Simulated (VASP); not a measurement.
Crystal: CuO.

```
Cu O
1.0
     2.38778   -1.74486    0.00000
     2.38778    1.74486    0.00000
    -0.86670    0.00000    5.15707
Cu O
2 2
Direct
  0.50000 0.00000 0.50000
  0.00000 0.50000 0.00000
  0.41840 0.58160 0.75000
  0.58160 0.41840 0.25000
```

Base run:

```yaml
Program: VASP 6.6.1
Functional: revPBE
Potentials_or_basis: VASP PAW PBE potentials, release 64 (Cu, O)
Cutoff: 520 eV
k_mesh: 10 × 10 × 5
Occupations: fermi-dirac, width 0.05 eV
Spin: no spin polarisation
```

Its results: band gap on the k mesh zero (bands 17 and 18 overlap by 0.60 eV); pressure 0.5 GPa; largest force 0.339 eV/Å.

The run is repeated on the same cell with these changes: functional from revPBE to r2SCAN. What comes out?

Band gap on the k mesh zero (bands 17 and 18 overlap by 0.59 eV); pressure -9.8 GPa; largest force 0.414 eV/Å.

Caveats: the PAW data sets were made with another functional, which shifts forces and pressure a little; semilocal functionals often make such compounds metallic where correlation or magnetic order opens a gap, which also shifts bond lengths; the cell stands under tension (at least some runs).
